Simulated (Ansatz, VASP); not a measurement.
**InSb: VASP beside Ansatz**

```
In Sb
1.0
     0.00000    3.49823    3.36866
     3.49823    0.00000    3.36866
     3.49823    3.49823    0.00000
In Sb
1 1
Cartesian
  0.0000 0.0000 0.0000
  5.2473 5.2473 5.0530
```

Change from the starting cell: strain +0.080 along x and y, +0.040 along z, atoms carried along.

Alike in both runs: task single point; functional r2SCAN; k mesh 10 × 10 × 10; occupations gaussian, width 0.03 eV; no spin polarisation.

```csv
,VASP,Ansatz
version,VASP 6.6.1,Ansatz 0.2.0
potentials or method,"VASP PAW PBE potentials, release 64 (In_d, Sb), cutoff 520 eV","scalar-relativistic, plane waves, PAW"
valence electrons in the cell,18,28
```

```csv
,VASP,Ansatz,Ansatz less VASP
gap on the k mesh at the Fermi level (eV),0.15,0.15,0.000
least direct gap on the mesh (eV),0.16,0.16,0.000
pressure (GPa),-4.7,-4.7,+0.01
"traceless stress, the component that is largest in VASP (GPa)",0.68,0.68,0.000
```

VASP's potentials were made for PBE, not for r2SCAN. VASP's potentials hold 18 valence electrons a cell and Ansatz's 28, so a difference there can come from the potentials and not from the codes.

Neither program's run includes spin-orbit coupling.
